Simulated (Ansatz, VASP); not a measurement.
# C: VASP beside Ansatz

```
CELL_PARAMETERS angstrom
2.60532 0.00000 0.00000
-1.30266 2.25627 0.00000
0.00000 0.00000 2.80021
ATOMIC_POSITIONS crystal
C 0.50000 0.50000 0.83333
C 0.50000 0.00000 0.50000
C 0.00000 0.50000 0.16667
```

Alike in both runs: functional PBE; k mesh 12 × 12 × 10; occupations gaussian, width 0.02 eV; no spin polarisation.

Ansatz relaxed the structure, and its values are those at the end. VASP's run is a single point on that final structure, the one shown.

|  | VASP | Ansatz |
| --- | --- | --- |
| version | VASP 6.6.1 | Ansatz 0.2.0 |
| potentials or method | VASP PAW PBE potentials, release 64 (C), cutoff 520 eV | scalar-relativistic, plane waves, PAW |
| valence electrons in the cell | 12 | 12 |

Ansatz gave:

| Property | Result |
| --- | --- |
| gap on the k mesh at the Fermi level (eV) | 1.94 |
| least direct gap on the mesh (eV) | 4.64 |
| pressure (GPa) | 0.0 |

Problem. Estimate VASP's values.

Solution. gap on the k mesh at the Fermi level (eV): 1.92; least direct gap on the mesh (eV): 4.64; pressure (GPa): 0.6.
